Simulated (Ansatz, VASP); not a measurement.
# MnS: VASP beside Ansatz

Contents of INCAR:

```
  PREC = Accurate
  ENCUT = 520
  EDIFF = 1E-7
  ISMEAR = 0
  SIGMA = 0.05
  LREAL = F
  LASPH = T
  NELM = 150
  ALGO = Normal
  ISIF = 2
  LWAVE = F
  LCHARG = F
  ISPIN = 2
  MAGMOM = 0.5 0
  LORBIT = 11
  LMAXMIX = 4
  GGA = PS
  NBANDS = 20
```

KPOINTS

```
regular mesh
0
Gamma
  10 10 10
```

The input POSCAR:

```
MnS
1.0
    0.0000000000      2.8000000000      2.8000000000
    2.8000000000      0.0000000000      2.8000000000
    2.8000000000      2.8000000000      0.0000000000
Mn S
1 1
Direct
    0.0000000000      0.0000000000      0.0000000000
    0.7500000000      0.7500000000      0.7500000000
```

Input for Ansatz:

```yaml
crystal:
  lattice:
    - [0.0, 2.8, 2.8]
    - [2.8, 0.0, 2.8]
    - [2.8, 2.8, 0.0]
  atoms:
    - { symbol: Mn, position: [0.0, 0.0, 0.0], spin: 0.5 }
    - { symbol: S, position: [0.75, 0.75, 0.75] }
basis:
  ecutwfc: 420
  ecutrho_ratio: 4
kpoints:
  mp_grid: { grid: [10, 10, 10] }
hamiltonian:
  xc: pbesol
scf:
  occupations: { method: gaussian, width: 0.05 }
output:
  forces: true
  stress: true
  eigenvalues: true
  populations: true
magnetization:
  spin_polarized: true
```

Alike in both runs: task single point; functional PBEsol; k mesh 10 × 10 × 10; occupations gaussian, width 0.05 eV; collinear spin.

|  | VASP | Ansatz |
| --- | --- | --- |
| version | VASP 6.6.1 | Ansatz 0.2.0 |
| potentials or method | VASP PAW PBE potentials, release 64 (Mn_pv, S), cutoff 520 eV | scalar-relativistic, plane waves, PAW |
| valence electrons in the cell | 19 | 21 |

|  | VASP | Ansatz | Ansatz less VASP |
| --- | --- | --- | --- |
| gap on the k mesh at the Fermi level (eV) | none | none | - |
| pressure (GPa) | -23.7 | -2.0 | +21.75 |
| net moment per atom (μB) | 0.08 | 2.46 | +2.373 |
| size of the moment on the site where the two differ most (μB) | 0.18 | 4.14 | +3.965 |

The net moments are unlike, so the other rows may belong to different states. VASP's potentials were made for PBE, not for PBEsol. Site moments also hang on the region over which each program counts them. A gap of «none» marks a metal or a gap that the smearing closes. VASP's potentials hold 19 valence electrons a cell and Ansatz's 21, so a difference there can come from the potentials and not from the codes.
